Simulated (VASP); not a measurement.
# As (Fd-3m) in VASP: notebook

As is run at these levels: PBE; tasks: relaxation of cell and atoms, single point.

All numbers are computed with VASP 6.6.1; they aren't measurements. Logs are shortened: lines on timing, memory, paths and dates and some standing lists are left out, and cuts for length are marked.

## Step 1: The cell of the first run

The structure is cubic, space group Fd-3m (No. 227). The conventional cell has a = 5.210 Å, b = 5.210 Å, c = 5.210 Å, α = 90.00°, β = 90.00°, γ = 90.00°. As (site symmetry -43m) has 4 As at 2.26 Å within 3.0 Å.

## Step 2: Relaxation of cell and atoms, PBE, target pressure 30 GPa, at which the enthalpy is minimised

INCAR reads:

```
  ALGO = Normal
  EDIFF = 1E-6
  EDIFFG = -0.005
  ENCUT = 600
  GGA = PE
  IBRION = 2
  ISIF = 3
  ISMEAR = -1
  LASPH = T
  LCHARG = F
  LREAL = F
  LWAVE = F
  NELM = 60
  NSW = 60
  PREC = Accurate
  PSTRESS = 300.0
  SIGMA = 0.1
```

KPOINTS reads:

```
k-points
0
Gamma
  13 13 13
```

POSCAR reads:

```
As
1.0
    0.0000000000      2.6052219075      2.6052219075
    2.6052219075      0.0000000000      2.6052219075
    2.6052219075      2.6052219075      0.0000000000
As
2
Direct
   -0.1250000000     -0.1250000000     -0.1250000000
    0.1250000000      0.1250000000      0.1250000000
```

Potentials or basis: VASP PAW PBE potentials, release 64 (As).

On the command line:

```console
cat potpaw_PBE.64/As/POTCAR > POTCAR
mpirun -np 1 vasp_std > vasp.out
```

OUTCAR:

```text
EDIFF = 1E-6
   EDIFFG = -0.005
   ENCUT = 600
   GGA = PE
   IBRION = 2
   ISIF = 3
   ISMEAR = -1
   LASPH = T
   LREAL = F
   NELM = 60
   NSW = 60
   PREC = Accurate
   PSTRESS = 300.0

 ion  position               nearest neighbor table
   1  0.875  0.875  0.875-   2 2.26   2 2.26   2 2.26   2 2.26
   2  0.125  0.125  0.125-   1 2.26   1 2.26   1 2.26   1 2.26

  LATTYP: Found a face centered cubic cell.
 ALAT       =     5.2104438150

  Lattice vectors:

 A1 = (   0.0000000000,   2.6052219075,   2.6052219075)
 A2 = (   2.6052219075,   0.0000000000,   2.6052219075)
 A3 = (   2.6052219075,   2.6052219075,   0.0000000000)

Analysis of symmetry for initial positions (statically):
=====================================================================
 Subroutine PRICEL returns:
 Original cell was already a primitive cell.

 Routine SETGRP: Setting up the symmetry group for a
 face centered cubic supercell.

 Subroutine GETGRP returns: Found 48 space group operations
 (whereof 12 operations were pure point group operations)
 out of a pool of 48 trial point group operations.

The static configuration has the point symmetry D_3d.
 The point group associated with its full space group is O_h .

Analysis of symmetry for dynamics (positions and initial velocities):
=====================================================================
 Subroutine PRICEL returns:
 Original cell was already a primitive cell.

 Routine SETGRP: Setting up the symmetry group for a
 face centered cubic supercell.

 Subroutine GETGRP returns: Found 48 space group operations
 (whereof 12 operations were pure point group operations)
 out of a pool of 48 trial point group operations.

The dynamic configuration has the point symmetry D_3d.
 The point group associated with its full space group is O_h .

 Subroutine INISYM returns: Found 48 space group operations
 (whereof 12 operations are pure point group operations),
 and found     1 'primitive' translations

----------------------------------------------------------------------------------------

                                     Primitive cell

  volume of cell :      35.3642

  direct lattice vectors                    reciprocal lattice vectors
     0.000000000  2.605221907  2.605221907    -0.191922231  0.191922231  0.191922231
     2.605221907  0.000000000  2.605221907     0.191922231 -0.191922231  0.191922231
     2.605221907  2.605221907  0.000000000     0.191922231  0.191922231 -0.191922231

  length of vectors
     3.684340155  3.684340155  3.684340155     0.332419055  0.332419055  0.332419055

  position of ions in fractional coordinates (direct lattice)
     0.875000000  0.875000000  0.875000000
     0.125000000  0.125000000  0.125000000

  ion indices of the primitive-cell ions
   primitive index   ion index
                 1           1
                 2           2

----------------------------------------------------------------------------------------

 KPOINTS: k-points

Automatic generation of k-mesh.
 Grid dimensions read from file:
 generate k-points for:   13   13   13

 Generating k-lattice:

  Cartesian coordinates                     Fractional coordinates (reciprocal lattice)
    -0.014763249  0.014763249  0.014763249     0.076923077  0.000000000  0.000000000
     0.014763249 -0.014763249  0.014763249     0.000000000  0.076923077  0.000000000
     0.014763249  0.014763249 -0.014763249     0.000000000  0.000000000  0.076923077

  Length of vectors
     0.025570697  0.025570697  0.025570697

  Shift w.r.t. Gamma in fractional coordinates (k-lattice)
     0.000000000  0.000000000  0.000000000

 Subroutine IBZKPT returns following result:
 ===========================================

 Found     84 irreducible k-points:

 Following reciprocal coordinates:
            Coordinates               Weight
  0.000000  0.000000  0.000000      1.000000
  0.076923  0.000000  0.000000      8.000000
  0.153846  0.000000  0.000000      8.000000
  0.230769  0.000000  0.000000      8.000000
  0.307692  0.000000  0.000000      8.000000
  0.384615  0.000000  0.000000      8.000000
[... 16 lines left out ...]
  0.384615  0.153846  0.000000     24.000000
  0.461538  0.153846  0.000000     24.000000
 [... further k-points ...]
   k-points           NKPTS =     84   k-points in BZ     NKDIM =     84   number of bands    NBANDS=      9
   number of dos      NEDOS =    301   number of ions     NIONS =      2
   total plane-waves  NPLWV =  27000
   dimension x,y,z NGX =    30 NGY =   30 NGZ =   30
   dimension x,y,z NGXF=    60 NGYF=   60 NGZF=   60
   ions per type =               2
   NGX,Y,Z   is equivalent  to a cutoff of  13.54, 13.54, 13.54 a.u.
   NGXF,Y,Z  is equivalent  to a cutoff of  27.07, 27.07, 27.07 a.u.
 SYSTEM =  unknown system
   PREC   = accura    normal or accurate (medium, high low for compatibility)
   ISTART =      0    job   : 0-new  1-cont  2-samecut
   ICHARG =      2    charge: 1-file 2-atom 10-const
   ISPIN  =      1    spin polarized calculation?
   LNONCOLLINEAR =      F non collinear calculations
   LSORBIT =      F    spin-orbit coupling
   LASPH  =      T    aspherical Exc in radial PAW
   ENCUT  =  600.0 eV  44.10 Ry    6.64 a.u.   7.36  7.36  7.36*2*pi/ulx,y,z
   NELM   =     60;   NELMIN=  2; NELMDL= -5     # of ELM steps
   EDIFF  = 0.1E-05   stopping-criterion for ELM
   LREAL  =      F    real-space projection
   EDIFFG = -.5E-02   stopping-criterion for IOM
   NSW    =     60    number of steps for IOM
   IBRION =      2    ionic relax: 0-MD 1-quasi-New 2-CG
   NFREE  =      1    steps in history (QN), initial steepest desc. (CG)
   ISIF   =      3    stress and relaxation
   ISYM   =      2    0-nonsym 1-usesym 2-fastsym
   POTIM  = 0.5000    time-step for ionic-motion
   TEBEG  =    0.0;   TEEND  =   0.0 temperature during run
   PSTRESS=  300.0 pullay stress
   NELECT =      10.0000    total number of electrons
   NUPDOWN=      -1.0000    fix difference up-down
   EMIN   =  10.00;   EMAX   =-10.00  energy-range for DOS
   EFERMI =   0.00;   METHOD = LEGACY
   ISMEAR =    -1;   SIGMA  =   0.10  broadening in eV -4-tet -1-fermi 0-gaus
   EFERMI_NEDOS =   21; number of points for ismear=-14 and -15
   IALGO  =     38    algorithm
   IMIX   =      4    mixing-type and parameters
     AMIX     =   0.40;   BMIX     =  1.00
     AMIX_MAG =   1.60;   BMIX_MAG =  1.00
  volume/ion in A,a.u.               =      17.68       119.32
  Fermi-wavevector in a.u.,A,eV,Ry     =   1.074534  2.030575 15.709600  1.154623
  Thomas-Fermi vector in A             =   2.210365
   LORBIT       =      0    0 simple, 1 ext, 2 COOP (PROOUT), +10 PAW based schemes
   GGA     = PE    functional components
   LHFCALC =     F    Hartree Fock is set to
   AEXX    =    0.0000 exact exchange contribution
   IVDW    =     0    specifies the selected vdW correction
   LEPSILON=     F    determine dielectric tensor
   LRPA    =     F    only Hartree local field effects (RPA)
 conjugate gradient relaxation of ions
 non-spin polarized calculation
  energy-cutoff  :      600.00
  volume of cell :       35.36
 maximum number of plane-waves:      1243
 NGX is ok and might be reduce to    30
   NGX = 15   NGY = 15   NGZ = 15

--------------------------------------- Ionic step        1  -------------------------------------------

 number of electron      10.0000001 magnetization

 Free energy of the ion-electron system (eV)
  ---------------------------------------------------
  ext. energy  EPLUGINS =         0.00000000
  ---------------------------------------------------
  free energy    TOTEN  =        -6.19427914 eV

  energy without entropy =       -6.16613257  energy(sigma->0) =       -6.18020586

------------------------ aborting loop because EDIFF is reached ----------------------------------------

  FORCE on cell =-STRESS in cart. coord.  units (eV):
  Direction    XX          YY          ZZ          XY          YZ          ZX
  --------------------------------------------------------------------------------------
  -------------------------------------------------------------------------------------
  Total       12.1358562     12.1358562     12.1358562      0.0000000      0.0000000     -0.0000000
  in kB      549.8153280    549.8153280    549.8153280      0.0000000      0.0000000     -0.0000000
  external PRESSURE =     249.8153280 kB  Pullay stress =     300.0000000 kB
[... 23 lines left out ...]
  enthalpy is  TOTEN    =         0.4275021495 eV   P V=        6.6217812929

--------------------------------------- Ionic step        2  -------------------------------------------

 number of electron       9.9999998 magnetization

 E-fermi :   3.9044     XC(G=0):  -9.0247

 val. band max:        3.7912993224   @ k =   0.2308   0.1538   0.0000
 cond. band min:       4.0985600340   @ k =  -0.2308   0.3846   0.1538
 fundamental gap:      0.3072607116
 Fermi energy:         3.9043925400

 k-point     1 :       0.0000    0.0000    0.0000
  band No.  band energies     occupation
      1     -10.5674      2.00000
      2      -1.5929      2.00000
      3       1.5269      2.00000
      4       1.5269      2.00000
      5       1.5269      2.00000
      6       4.4082      0.01290
      7       4.4082      0.01290
      8       4.4082      0.01290
      9       8.7680      0.00000
[... 265 lines left out ...]
 k-point    24 :       0.4615    0.1538    0.0000
  band No.  band energies     occupation
      1      -9.0247      2.00000
      2      -5.7855      2.00000
      3      -0.6326      2.00000
      4       0.1420      2.00000
      5       2.7016      1.99999
      6       5.2971      0.00000
      7       6.5143      0.00000
      8       7.7190      0.00000
      9      11.2975      0.00000

 [... further k-points ...]
[... 5 lines left out ...]
  --------------------------------------------------------------------------------------
  -------------------------------------------------------------------------------------
  Total        1.9154692      1.9154692      1.9154692     -0.0000000     -0.0000000      0.0000000
  in kB       59.6656052     59.6656052     59.6656052     -0.0000000     -0.0000000      0.0000000
  external PRESSURE =    -240.3343948 kB  Pullay stress =     300.0000000 kB
[... 55 lines left out ...]
  FREE ENERGIE OF THE ION-ELECTRON SYSTEM (eV)
  ---------------------------------------------------
  free  energy   TOTEN  =        -7.6279954611 eV

  energy  without entropy=       -7.5963447035  energy(sigma->0) =       -7.61217008

  enthalpy is  TOTEN    =         0.0573297298 eV   P V=        7.6853251909

[... ionic steps 4 to 14 ...]

--------------------------------------- Ionic step       15  -------------------------------------------

 number of electron      10.0000001 magnetization

------------------------ aborting loop because EDIFF is reached ----------------------------------------

  FORCE on cell =-STRESS in cart. coord.  units (eV):
  Direction    XX          YY          ZZ          XY          YZ          ZX
  --------------------------------------------------------------------------------------
  -------------------------------------------------------------------------------------
  Total        7.6502963      7.6502963      7.6502963      0.0000000     -0.0000000     -0.0000000
  in kB      301.9413785    301.9413785    301.9413785      0.0000000     -0.0000000     -0.0000000
  external PRESSURE =       1.9413785 kB  Pullay stress =     300.0000000 kB
[... 61 lines left out ...]
  enthalpy is  TOTEN    =         0.0555895755 eV   P V=        7.6035599024

--------------------------------------- Ionic step       17  -------------------------------------------

 number of electron      10.0000001 magnetization

 Free energy of the ion-electron system (eV)
  ---------------------------------------------------
  ext. energy  EPLUGINS =         0.00000000
  ---------------------------------------------------
  free energy    TOTEN  =        -7.55288934 eV

  energy without entropy =       -7.52136699  energy(sigma->0) =       -7.53712816

 E-fermi :   6.4538     XC(G=0): -10.0726

 val. band max:        6.4524127848   @ k =  -0.4615   0.3846   0.0000
 cond. band min:       6.4544371182   @ k =  -0.3846   0.4615   0.0769
 fundamental gap:      0.0020243334
 Fermi energy:         6.4537594233

 k-point     1 :       0.0000    0.0000    0.0000
  band No.  band energies     occupation
      1     -10.2086      2.00000
      2       2.4851      2.00000
      3       3.3782      2.00000
      4       3.3782      2.00000
      5       3.3782      2.00000
      6       6.5661      0.49086
      7       6.5661      0.49086
      8       6.5661      0.49086
      9      11.3893      0.00000
[... 265 lines left out ...]
 k-point    24 :       0.4615    0.1538    0.0000
  band No.  band energies     occupation
      1      -8.1862      2.00000
      2      -4.2515      2.00000
      3       0.6634      2.00000
      4       1.5616      2.00000
      5       5.2973      1.99998
      6       7.7084      0.00001
      7       9.0937      0.00000
      8      10.5004      0.00000
      9      14.2293      0.00000

 [... further k-points ...]
[... 5 lines left out ...]
  --------------------------------------------------------------------------------------
  -------------------------------------------------------------------------------------
  Total        7.6184540      7.6184540      7.6184540     -0.0000000     -0.0000000      0.0000000
  in kB      300.3938131    300.3938131    300.3938131     -0.0000000     -0.0000000      0.0000000
  external PRESSURE =       0.3938131 kB  Pullay stress =     300.0000000 kB
[... 17 lines left out ...]
  FREE ENERGIE OF THE ION-ELECTRON SYSTEM (eV)
  ---------------------------------------------------
  free  energy   TOTEN  =        -7.5528893366 eV

  energy  without entropy=       -7.5213669883  energy(sigma->0) =       -7.53712816

  enthalpy is  TOTEN    =         0.0555769435 eV   P V=        7.6084662801

 reached required accuracy - stopping structural energy minimisation
```

Run time: 1.7 min. Hardware: 1 thread of Intel Xeon Platinum 8488C (Sapphire Rapids), shared host; peak memory 0.18 GiB.

Results:

* Free energy: -7.5529 eV
* Relaxed volume: 20.32 Å³/atom
* Relaxed cell: a = 3.859 Å, b = 3.859 Å, c = 3.859 Å, α = 60.00°, β = 60.00°, γ = 60.00°
* Space group after relaxing (to 0.05 Å): Fd-3m (No. 227)
* Energy change on relaxing (the enthalpy is what falls): -679.3 meV/atom
* Ionic steps: 17
* Pressure after relaxing: 30.0 GPa
* Band gap on the k mesh: zero (band 5 reaches 7.81 eV, above the bottom of band 6 at 5.13 eV)

Step by step:
```csv
step,energy change (eV),largest force (eV/Å),pressure (GPa),volume (Å³)
1,0.0000,0.0000,54.98,35.36
2,-2.4431,0.0000,5.97,51.44
3,-1.4337,0.0000,28.62,41.04
4,-1.3683,0.0000,29.86,40.69
5,-1.3474,0.0000,30.25,40.57
6,-1.3477,0.0000,30.25,40.58
7,-1.3488,0.0000,30.24,40.58
8,-1.3488,0.0000,30.22,40.58
9,-1.3488,0.0000,30.22,40.58
10,-1.3488,0.0000,30.22,40.58
11,-1.3489,0.0000,30.22,40.58
12,-1.3491,0.0000,30.22,40.58
13,-1.3494,0.0000,30.22,40.58
14,-1.3500,0.0000,30.21,40.59
15,-1.3512,0.0000,30.19,40.59
16,-1.3537,0.0000,30.13,40.61
17,-1.3586,0.0000,30.04,40.63
```

Final structure:
```cif
data_structure
_symmetry_space_group_name_H-M 'P 1'
_symmetry_Int_Tables_number 1
_cell_length_a 3.8589
_cell_length_b 3.8589
_cell_length_c 3.8589
_cell_angle_alpha 60.000
_cell_angle_beta 60.000
_cell_angle_gamma 60.000
_cell_volume 40.63
loop_
_atom_site_label
_atom_site_type_symbol
_atom_site_fract_x
_atom_site_fract_y
_atom_site_fract_z
_atom_site_occupancy
As1 As 0.87500 0.87500 0.87500 1
As2 As 0.12500 0.12500 0.12500 1
```

Caveat: the cell is relaxed towards a set pressure, so the enthalpy falls and the energy may rise.

(Part 1 of 2 ends here.)
